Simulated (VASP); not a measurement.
# C (P6_3/mmc) in VASP: a series of runs

C is run at these levels: r2SCAN; tasks: single point.

All numbers are computed with VASP 6.6.1; they aren't measurements. Logs are shortened: lines on timing, memory, paths and dates and some standing lists are left out, and cuts for length are marked.

## (1) The cell of the first run

It takes space group P6_3/mmc (No. 194, hexagonal). Conventional cell: a = 2.409 Å, b = 2.409 Å, c = 8.280 Å, α = 90.00°, β = 90.00°, γ = 120.00°. C (site symmetry 3m) has 4 C at 1.48 to 1.54 Å within 2.0 Å. Within 2.0 Å of C (site symmetry 3m) lie 4 C at 1.48 to 1.57 Å.

## (2) Single point, r2SCAN (strain -0.0400 x Voigt [1, 1, 0, 0, 0, 0])

POSCAR

```
C
1.0
    2.4094461011      0.0000000000      0.0000000000
   -1.2047230505      2.0866415326      0.0000000000
    0.0000000000      0.0000000000      8.2803246060
C
8
Direct
    0.0000000000      0.0000000000      0.0929334766
    0.0000000000      0.0000000000      0.5929334766
    0.0000000000      0.0000000000      0.4070665234
    0.0000000000      0.0000000000      0.9070665234
    0.3333333333      0.6666666667      0.1554962099
    0.6666666667      0.3333333333      0.6554962099
    0.3333333333      0.6666666667      0.3445037901
    0.6666666667      0.3333333333      0.8445037901
```

INCAR.step1

```
PREC = Accurate
ENCUT = 520
ISMEAR = 0
SIGMA = 0.05
LREAL = F
LASPH = T
NELM = 60
NBANDS = 26
GGA = PE
ALGO = Normal
EDIFF = 1E-4
LWAVE = T
LCHARG = F
```

INCAR.step2

```
PREC = Accurate
ENCUT = 520
EDIFF = 1E-6
ISMEAR = 0
SIGMA = 0.05
LREAL = F
LASPH = T
NELM = 60
ALGO = Normal
ISIF = 2
LWAVE = F
LCHARG = T
METAGGA = R2SCAN
LMIXTAU = T
LELF = T
LVHAR = T
NBANDS = 26
ISTART = 1
```

KPOINTS

```
Automatic mesh
0
Gamma
  12 12 4
```

Potentials or basis: VASP PAW PBE potentials, release 64 (C).

The run is started by

```sh
> cat potpaw_PBE.64/C/POTCAR > POTCAR
> cp INCAR.step1 INCAR
> mpirun -np 1 vasp_std > vasp.out
> cp INCAR.step2 INCAR
> mpirun -np 1 vasp_std > vasp.out
```

OUTCAR:

```text
PREC = Accurate
   ENCUT = 520
   EDIFF = 1E-6
   ISMEAR = 0
   LREAL = F
   LASPH = T
   NELM = 60
   ISIF = 2
   METAGGA = R2SCAN
   ISTART = 1

 ion  position               nearest neighbor table
   1  0.000  0.000  0.093-   5 1.48   5 1.48   5 1.48   4 1.54
   2  0.000  0.000  0.593-   6 1.48   6 1.48   6 1.48   3 1.54
   3  0.000  0.000  0.407-   7 1.48   7 1.48   7 1.48   2 1.54
   4  0.000  0.000  0.907-   8 1.48   8 1.48   8 1.48   1 1.54
   5  0.333  0.667  0.155-   1 1.48   1 1.48   1 1.48   7 1.57
   6  0.667  0.333  0.655-   2 1.48   2 1.48   2 1.48   8 1.57
   7  0.333  0.667  0.345-   3 1.48   3 1.48   3 1.48   5 1.57
   8  0.667  0.333  0.845-   4 1.48   4 1.48   4 1.48   6 1.57

  LATTYP: Found a hexagonal cell.
 ALAT       =     2.4094461011
 C/A-ratio  =     3.4366091867

  Lattice vectors:

 A1 = (   2.4094461011,   0.0000000000,   0.0000000000)
 A2 = (  -1.2047230505,   2.0866415326,   0.0000000000)
 A3 = (   0.0000000000,   0.0000000000,   8.2803246060)

Analysis of symmetry for initial positions (statically):
=====================================================================
 Subroutine PRICEL returns:
 Original cell was already a primitive cell.

 Routine SETGRP: Setting up the symmetry group for a
 hexagonal supercell.

 Subroutine GETGRP returns: Found 24 space group operations
 (whereof 12 operations were pure point group operations)
 out of a pool of 24 trial point group operations.

The static configuration has the point symmetry D_3d.
 The point group associated with its full space group is D_6h.

Analysis of symmetry for dynamics (positions and initial velocities):
=====================================================================
 Subroutine PRICEL returns:
 Original cell was already a primitive cell.

 Routine SETGRP: Setting up the symmetry group for a
 hexagonal supercell.

 Subroutine GETGRP returns: Found 24 space group operations
 (whereof 12 operations were pure point group operations)
 out of a pool of 24 trial point group operations.

The dynamic configuration has the point symmetry D_3d.
 The point group associated with its full space group is D_6h.

 Subroutine INISYM returns: Found 24 space group operations
 (whereof 12 operations are pure point group operations),
 and found     1 'primitive' translations

----------------------------------------------------------------------------------------

                                     Primitive cell

  volume of cell :      41.6306

  direct lattice vectors                    reciprocal lattice vectors
     2.409446101  0.000000000  0.000000000     0.415033148  0.239619500  0.000000000
    -1.204723050  2.086641533  0.000000000     0.000000000  0.479238999  0.000000000
     0.000000000  0.000000000  8.280324606     0.000000000  0.000000000  0.120768212

  length of vectors
     2.409446101  2.409446101  8.280324606     0.479238999  0.479238999  0.120768212

  position of ions in fractional coordinates (direct lattice)
     0.000000000  0.000000000  0.092933477
     0.000000000  0.000000000  0.592933477
     0.000000000  0.000000000  0.407066523
     0.000000000  0.000000000  0.907066523
     0.333333333  0.666666667  0.155496210
     0.666666667  0.333333333  0.655496210
     0.333333333  0.666666667  0.344503790
     0.666666667  0.333333333  0.844503790

  ion indices of the primitive-cell ions
   primitive index   ion index
                 1           1
                 2           2
                 3           3
                 4           4
                 5           5
                 6           6
                 7           7
                 8           8

----------------------------------------------------------------------------------------

 KPOINTS: Automatic mesh

Automatic generation of k-mesh.
 Grid dimensions read from file:
 generate k-points for:   12   12    4

 Generating k-lattice:

  Cartesian coordinates                     Fractional coordinates (reciprocal lattice)
     0.034586096  0.019968292  0.000000000     0.083333333  0.000000000  0.000000000
[... 46 lines left out ...]
  volume of cell :       41.63
 maximum number of plane-waves:      1147
 NGX is ok and might be reduce to    18
   NGX =  9   NGY =  9   NGZ = 31

 number of electron      32.0000002 magnetization

 Free energy of the ion-electron system (eV)
  ---------------------------------------------------
  ext. energy  EPLUGINS =         0.00000000
  ---------------------------------------------------
  free energy    TOTEN  =       -77.84931156 eV

  energy without entropy =      -77.84931156  energy(sigma->0) =      -77.84931156

 E-fermi :  11.4490     XC(G=0): -14.7349

 val. band max:       11.1679031181   @ k =   0.0000   0.0000   0.0000
 cond. band min:      15.9596114926   @ k =   0.0000   0.0000   0.0000
 fundamental gap:      4.7917083745
 Fermi energy:        11.4489643187

 k-point     1 :       0.0000    0.0000    0.0000
  band No.  band energies     occupation
      1     -12.9437      2.00000
      2     -11.2445      2.00000
      3     -11.1183      2.00000
      4      -7.2207      2.00000
      5      -4.0301      2.00000
      6       2.9152      2.00000
[... 18 lines left out ...]
     25      20.9619      0.00000
     26      21.2117      0.00000

 k-point     2 :       0.0833    0.0000    0.0000
  band No.  band energies     occupation
      1     -12.7481      2.00000
      2     -11.0514      2.00000
      3     -10.9260      2.00000
      4      -7.0448      2.00000
      5      -3.8420      2.00000
      6       3.0373      2.00000
[... 18 lines left out ...]
     25      21.1846      0.00000
     26      21.6899      0.00000

 k-point     3 :       0.1667   -0.0000    0.0000
  band No.  band energies     occupation
      1     -12.1627      2.00000
      2     -10.4742      2.00000
      3     -10.3514      2.00000
      4      -6.5193      2.00000
      5      -3.2882      2.00000
      6       3.3576      2.00000
[... 572 lines left out ...]
 k-point    23 :       0.2500    0.0000    0.2500
  band No.  band energies     occupation
      1     -11.0841      2.00000
      2     -10.2139      2.00000
      3      -8.5157      2.00000
      4      -6.2849      2.00000
      5      -1.6154      2.00000
      6       1.7704      2.00000
[... 18 lines left out ...]
     25      22.4867      0.00000
     26      24.4181      0.00000

 k-point    24 :       0.3333    0.0000    0.2500
  band No.  band energies     occupation
      1      -9.7477      2.00000
      2      -8.8907      2.00000
      3      -7.2278      2.00000
      4      -5.0672      2.00000
      5      -1.0936      2.00000
      6      -0.1288      2.00000
[... 18 lines left out ...]
     25      23.0847      0.00000
     26      24.3412      0.00000

 [... further k-points ...]
[... 5 lines left out ...]
  --------------------------------------------------------------------------------------
  -------------------------------------------------------------------------------------
  Total       17.0447771     17.0447771      1.2067364      0.0000000      0.0000000     -0.0000000
  in kB      655.9783167    655.9783167     46.4419649      0.0000000      0.0000000     -0.0000000
  external PRESSURE =     452.7995328 kB  Pullay stress =       0.0000000 kB

 VOLUME and BASIS-vectors are now :
 -----------------------------------------------------------------------------
  energy-cutoff  :      520.00
  volume of cell :       41.63
      direct lattice vectors                 reciprocal lattice vectors
     2.409446101  0.000000000  0.000000000     0.415033148  0.239619500  0.000000000
    -1.204723050  2.086641533  0.000000000     0.000000000  0.479238999  0.000000000
     0.000000000  0.000000000  8.280324606     0.000000000  0.000000000  0.120768212

 POSITION                                       TOTAL-FORCE (eV/Angst)
 -----------------------------------------------------------------------------------
      0.00000      0.00000      0.76952         0.000000      0.000000     -0.183939
      0.00000      0.00000      4.90968        -0.000000     -0.000000     -0.183939
      0.00000      0.00000      3.37064         0.000000      0.000000      0.183939
      0.00000      0.00000      7.51081        -0.000000     -0.000000      0.183939
     -0.00000      1.39109      1.28756         0.000000      0.000000      0.289135
      1.20472      0.69555      5.42772         0.000000      0.000000      0.289135
     -0.00000      1.39109      2.85260        -0.000000     -0.000000     -0.289135
      1.20472      0.69555      6.99277        -0.000000     -0.000000     -0.289135
 -----------------------------------------------------------------------------------
    total drift:                                0.000000      0.000000      0.000000

  FREE ENERGIE OF THE ION-ELECTRON SYSTEM (eV)
  ---------------------------------------------------
  free  energy   TOTEN  =       -77.8493115642 eV

  energy  without entropy=      -77.8493115642  energy(sigma->0) =      -77.84931156
```

Run time: 1.9 min. Hardware: 1 thread of Intel Xeon Platinum 8488C (Sapphire Rapids), shared host; peak memory 0.17 GiB.

Results:

```
Free energy            : -77.8493 eV
Pressure               : 45.3 GPa
Largest force          : 0.289 eV/Å
Band gap on the k mesh : 4.79 eV
```

Forces on the atoms (eV/Å):
```
C    0.000  0.000 -0.184
C    0.000  0.000 -0.184
C    0.000  0.000  0.184
C    0.000  0.000  0.184
C    0.000  0.000  0.289
C    0.000  0.000  0.289
C    0.000  0.000 -0.289
C    0.000  0.000 -0.289
```

Stress tensor (GPa, compression positive):
```
65.60  0.00  0.00
 0.00 65.60  0.00
 0.00  0.00  4.64
```

Levels at points of the mesh, in eV from the valence-band top:
```
           k point  band 13  band 14  band 15  band 16  band 17  band 18  band 19  band 20
(0.00, 0.00, 0.00)    -1.72    -0.36     0.00     0.00     4.79     6.22     6.22     8.07
(0.50, 0.00, 0.00)    -5.58    -5.54    -4.32    -3.60     5.48     5.66     6.61     6.90
(0.00, 0.00, 0.50)    -0.63    -0.63    -0.63    -0.63     6.98     6.98     6.98     6.98
(0.50, 0.00, 0.50)    -5.44    -5.44    -4.28    -4.28     5.96     5.96     7.10     7.10
```

Caveat: the cell differs from its parent crystal (strain -0.0400 x Voigt [1, 1, 0, 0, 0, 0]); the stress differs along the axes, from 5 to 66 GPa; the PAW data sets were made with another functional, which shifts forces and pressure a little.

## (3) Single point, r2SCAN (strain -0.0300 x Voigt [1, 1, 0, 0, 0, 0])

POSCAR, as its differences from that of step 2:

```diff
@@ -2,4 +2,4 @@
 1.0
-    2.4094461011      0.0000000000      0.0000000000
-   -1.2047230505      2.0866415326      0.0000000000
+    2.4345444980      0.0000000000      0.0000000000
+   -1.2172722490      2.1083773819      0.0000000000
     0.0000000000      0.0000000000      8.2803246060
```

INCAR.step1

```
ALGO = Normal
EDIFF = 1E-4
ENCUT = 520
GGA = PE
ISMEAR = 0
LASPH = T
LCHARG = F
LREAL = F
LWAVE = T
NBANDS = 26
NELM = 100
PREC = Accurate
SIGMA = 0.05
```

INCAR.step2

```
ALGO = Normal
EDIFF = 1E-6
ENCUT = 520
ISIF = 2
ISMEAR = 0
ISTART = 1
LASPH = T
LCHARG = F
LMIXTAU = T
LREAL = F
LWAVE = F
METAGGA = R2SCAN
NBANDS = 26
NELM = 100
PREC = Accurate
SIGMA = 0.05
```

KPOINTS

```
k-points
0
Gamma
  12 12 4
```

Potentials or basis: VASP PAW PBE potentials, release 64 (C).

The run is started by

```sh
> cat potpaw_PBE.64/C/POTCAR > POTCAR
> cp INCAR.step1 INCAR
> mpirun -np 1 vasp_std > vasp.out
> cp INCAR.step2 INCAR
> mpirun -np 1 vasp_std > vasp.out
```

It took 1.9 min on 1 thread of Intel Xeon Platinum 8488C (Sapphire Rapids), shared host; peak memory 0.17 GiB.

Results (log left out):

```yaml
Free_energy: -78.1572 eV
Pressure: 32.7 GPa
Largest_force: 0.195 eV/Å
Band_gap_on_the_k_mesh: 5.05 eV
```

Forces on the atoms (eV/Å):
```
C    0.000  0.000 -0.112
C    0.000  0.000 -0.112
C    0.000  0.000  0.112
C    0.000  0.000  0.112
C    0.000  0.000  0.195
C    0.000  0.000  0.195
C    0.000  0.000 -0.195
C    0.000  0.000 -0.195
```

Stress tensor (GPa, compression positive):
```
47.20  0.00  0.00
 0.00 47.20  0.00
 0.00  0.00  3.56
```

Levels at points of the mesh, in eV from the valence-band top:
```tsv
k point	band 12	band 13	band 14	band 15	band 16	band 17	band 18	band 19	band 20	band 21
(0.00, 0.00, 0.00)	-1.75	-1.75	-0.30	0.00	0.00	5.05	6.05	6.05	7.92	7.92
(0.50, 0.00, 0.00)	-5.57	-5.46	-5.42	-4.21	-3.49	5.45	5.59	6.72	6.77	6.84
(0.00, 0.00, 0.50)	-2.68	-0.65	-0.65	-0.65	-0.65	6.83	6.83	6.83	6.83	7.13
(0.50, 0.00, 0.50)	-6.56	-5.32	-5.32	-4.18	-4.18	5.77	5.77	7.18	7.18	8.11
```

Caveat: the cell differs from its parent crystal (strain -0.0300 x Voigt [1, 1, 0, 0, 0, 0]); the stress differs along the axes, from 4 to 47 GPa; the PAW data sets were made with another functional, which shifts forces and pressure a little. A k mesh can miss the band edges.

## (4) Single point, r2SCAN (strain -0.0200 x Voigt [1, 1, 0, 0, 0, 0])

POSCAR, as its differences from that of step 3:

```diff
@@ -2,4 +2,4 @@
 1.0
-    2.4345444980      0.0000000000      0.0000000000
-   -1.2172722490      2.1083773819      0.0000000000
+    2.4596428949      0.0000000000      0.0000000000
+   -1.2298214474      2.1301132312      0.0000000000
     0.0000000000      0.0000000000      8.2803246060
```

INCAR.step1

```
SYSTEM = C
ALGO = Normal
EDIFF = 1E-4
ENCUT = 520
GGA = PE
ISMEAR = 0
LASPH = .TRUE.
LCHARG = .FALSE.
LREAL = .FALSE.
LWAVE = .TRUE.
NBANDS = 26
NELM = 60
PREC = Accurate
SIGMA = 0.05
```

INCAR.step2

```
SYSTEM = C
ALGO = Normal
EDIFF = 1E-7
ENCUT = 520
ISIF = 2
ISMEAR = 0
ISTART = 1
LASPH = .TRUE.
LCHARG = .FALSE.
LMIXTAU = .TRUE.
LREAL = .FALSE.
LWAVE = .FALSE.
METAGGA = R2SCAN
NBANDS = 26
NELM = 60
PREC = Accurate
SIGMA = 0.05
```

KPOINTS

```
k-points
0
G
  12 12 4
  0 0 0
```

The run is started by

```sh
> cat potpaw_PBE.64/C/POTCAR > POTCAR
> cp INCAR.step1 INCAR
> mpirun -np 1 vasp_std > vasp.out
> cp INCAR.step2 INCAR
> mpirun -np 1 vasp_std > vasp.out
```

Run time: 2.3 min. Hardware: 1 thread of Intel Xeon Platinum 8488C (Sapphire Rapids), shared host; peak memory 0.17 GiB.

The run converged. Its results:

* Free energy: -78.3714 eV
* Pressure: 21.1 GPa
* Largest force: 0.117 eV/Å
* Band gap on the k mesh: 5.07 eV (least direct gap 5.30 eV)

Forces in eV/Å, atoms in the order of the input:
```
C    0.000  0.000 -0.059
C    0.000  0.000 -0.059
C    0.000  0.000  0.059
C    0.000  0.000  0.059
C    0.000  0.000  0.117
C    0.000  0.000  0.117
C    0.000  0.000 -0.117
C    0.000  0.000 -0.117
```

Stress tensor (GPa, compression positive):
```
30.40  0.00  0.00
 0.00 30.40  0.00
 0.00  0.00  2.62
```

Levels at points of the mesh, in eV from the valence-band top:
```
           k point  band 12  band 13  band 14  band 15  band 16  band 17  band 18  band 19  band 20  band 21
(0.00, 0.00, 0.00)    -1.79    -1.79    -0.27     0.00     0.00     5.30     5.88     5.88     7.77     7.77
(0.50, 0.00, 0.00)    -5.49    -5.39    -5.27    -4.10    -3.38     5.25     5.70     6.63     6.65     6.81
(0.00, 0.00, 0.50)    -2.72    -0.66    -0.66    -0.66    -0.66     6.67     6.67     6.67     6.67     7.13
(0.50, 0.00, 0.50)    -6.50    -5.22    -5.22    -4.09    -4.09     5.58     5.58     7.26     7.26     8.09
```

Caveat: the cell differs from its parent crystal (strain -0.0200 x Voigt [1, 1, 0, 0, 0, 0]); the stress differs along the axes, from 3 to 30 GPa; the PAW data sets were made with another functional, which shifts forces and pressure a little. A k mesh can miss the band edges.

## (5) Single point, r2SCAN (strain -0.0100 x Voigt [1, 1, 0, 0, 0, 0])

POSCAR, as its differences from that of step 4:

```diff
@@ -2,4 +2,4 @@
 1.0
-    2.4596428949      0.0000000000      0.0000000000
-   -1.2298214474      2.1301132312      0.0000000000
+    2.4847412918      0.0000000000      0.0000000000
+   -1.2423706459      2.1518490805      0.0000000000
     0.0000000000      0.0000000000      8.2803246060
```

INCAR.step1

```
SYSTEM = C
ALGO = Normal
EDIFF = 1E-4
ENCUT = 520
GGA = PE
ISMEAR = 0
LASPH = .True.
LCHARG = .False.
LREAL = .False.
LWAVE = .True.
NBANDS = 26
NELM = 60
PREC = Accurate
SIGMA = 0.05
```

INCAR.step2

```
SYSTEM = C
ALGO = Normal
EDIFF = 1E-6
ENCUT = 520
ISIF = 2
ISMEAR = 0
ISTART = 1
LASPH = .True.
LCHARG = .False.
LMIXTAU = .True.
LREAL = .False.
LWAVE = .False.
METAGGA = R2SCAN
NBANDS = 26
NELM = 60
PREC = Accurate
SIGMA = 0.05
```

KPOINTS

```
k-points
0
Gamma
  12 12 4
  0 0 0
```

The run is started by

```sh
> cat potpaw_PBE.64/C/POTCAR > POTCAR
> cp INCAR.step1 INCAR
> mpirun -np 1 vasp_std > vasp.out
> cp INCAR.step2 INCAR
> mpirun -np 1 vasp_std > vasp.out
```

Wall time 2 min (1 thread of Intel Xeon Platinum 8488C (Sapphire Rapids), shared host); peak memory 0.17 GiB.

Results (log left out):

| Quantity | Value |
| --- | --- |
| Free energy | -78.4989 eV |
| Pressure | 10.7 GPa |
| Largest force | 0.055 eV/Å |
| Band gap on the k mesh | 4.93 eV (least direct gap 5.52 eV) |

Forces on the atoms (eV/Å):
```
C    0.000  0.000 -0.022
C    0.000  0.000 -0.022
C    0.000  0.000  0.022
C    0.000  0.000  0.022
C    0.000  0.000  0.055
C    0.000  0.000  0.055
C    0.000  0.000 -0.055
C    0.000  0.000 -0.055
```

Stress tensor (GPa, compression positive):
```
15.08  0.00  0.00
 0.00 15.08  0.00
 0.00  0.00  1.80
```

Levels at points of the mesh, in eV from the valence-band top:
| k point | band 13 | band 14 | band 15 | band 16 | band 17 | band 18 | band 19 | band 20 |
| --- | --- | --- | --- | --- | --- | --- | --- | --- |
| (0.00, 0.00, 0.00) | -1.82 | -0.24 | 0.00 | 0.00 | 5.52 | 5.71 | 5.71 | 7.63 |
| (0.50, 0.00, 0.00) | -5.31 | -5.13 | -4.00 | -3.27 | 5.05 | 5.79 | 6.47 | 6.49 |
| (0.00, 0.00, 0.50) | -0.68 | -0.68 | -0.68 | -0.68 | 6.52 | 6.52 | 6.52 | 6.52 |
| (0.50, 0.00, 0.50) | -5.11 | -5.11 | -3.99 | -3.99 | 5.40 | 5.40 | 7.32 | 7.32 |

Caveat: the cell differs from its parent crystal (strain -0.0100 x Voigt [1, 1, 0, 0, 0, 0]); the stress differs along the axes, from 2 to 15 GPa; the PAW data sets were made with another functional, which shifts forces and pressure a little. A k mesh can miss the band edges.

## (6) Overview

| cell | gap on the mesh (eV) | pressure (GPa) | largest force (eV/Å) |
| --- | --- | --- | --- |
| a = 2.409, b = 2.409, c = 8.280 Å, angles 90.0, 90.0, 120.0°, 8 atoms | 4.79 | 45.3 | 0.29 |
| a = 2.435, b = 2.435, c = 8.280 Å, angles 90.0, 90.0, 120.0°, 8 atoms | 5.05 | 32.7 | 0.19 |
| a = 2.460, b = 2.460, c = 8.280 Å, angles 90.0, 90.0, 120.0°, 8 atoms | 5.07 | 21.1 | 0.12 |
| a = 2.485, b = 2.485, c = 8.280 Å, angles 90.0, 90.0, 120.0°, 8 atoms | 4.93 | 10.7 | 0.06 |

Alike in all rows: task single point; level r2SCAN; potentials or basis VASP PAW PBE potentials, release 64 (C); no spin polarisation; k mesh 12 × 12 × 4; cutoff (eV) 520; smearing gaussian 0.05 eV.

Caveats: the PAW data sets were made with another functional, which shifts forces and pressure a little; the stress differs along the axes, from 5 to 66 GPa (at least some runs); the stress differs along the axes, from 4 to 47 GPa (at least some runs); the stress differs along the axes, from 3 to 30 GPa (at least some runs); the stress differs along the axes, from 2 to 15 GPa (at least some runs).

Total energies depend on the potentials used, so only differences within one code and one set of settings carry meaning.
